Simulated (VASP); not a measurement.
Input of a VASP 6.6.1 run:

File POSCAR:

```
SnO2
1.0
    0.0000000000      2.5278506446      2.5278506446
    2.5278506446      0.0000000000      2.5278506446
    2.5278506446      2.5278506446      0.0000000000
Sn O
1 2
Direct
    0.0000000000      0.0000000000      0.0000000000
    0.2500000000      0.2500000000      0.2500000000
    0.7500000000      0.7500000000      0.7500000000
```

The input INCAR.step1:

```
ALGO     = Normal         # electronic algorithm
EDIFF    = 1E-4           # SCF threshold, eV
ENCUT    = 520            # plane-wave cutoff, eV
GGA      = PE             # functional
ISMEAR   = -1             # smearing method
LASPH    = T              # aspherical terms in the spheres
LCHARG   = F              # write CHGCAR
LREAL    = F              # projectors in reciprocal space
LWAVE    = T              # write WAVECAR
NBANDS   = 20             # bands
NELM     = 60             # most SCF steps
PREC     = Accurate       # precision mode
SIGMA    = 0.1            # smearing width, eV
```

File INCAR.step2:

```
ALGO     = Normal         # electronic algorithm
EDIFF    = 1E-7           # SCF threshold, eV
ENCUT    = 520            # plane-wave cutoff, eV
ISIF     = 2              # what is computed and relaxed
ISMEAR   = -1             # smearing method
ISTART   = 1            
LASPH    = T              # aspherical terms in the spheres
LCHARG   = F              # write CHGCAR
LMIXTAU  = T            
LREAL    = F              # projectors in reciprocal space
LWAVE    = F              # write WAVECAR
METAGGA  = R2SCAN         # meta-GGA
NBANDS   = 20             # bands
NELM     = 60             # most SCF steps
PREC     = Accurate       # precision mode
SIGMA    = 0.1            # smearing width, eV
```

File KPOINTS:

```
k-points
0
Gamma
  12 12 12
```

Potentials or basis: VASP PAW PBE potentials, release 64 (Sn_d, O).

Launch:

```sh
$ cat potpaw_PBE.64/Sn_d/POTCAR potpaw_PBE.64/O/POTCAR > POTCAR
$ cp INCAR.step1 INCAR
$ mpirun -np 1 vasp_std > vasp.out
$ cp INCAR.step2 INCAR
$ mpirun -np 1 vasp_std > vasp.out
```

Problem. Estimate the pressure.

Solution. 3.0 GPa.

Problem. Estimate the band gap on the k mesh.

Solution. 0.93 eV (least direct gap 2.38 eV).

Caveat: the PAW data sets were made with another functional, which shifts forces and pressure a little; spin-orbit coupling is left out, which moves the levels of the heavy elements. A k mesh can miss the band edges.
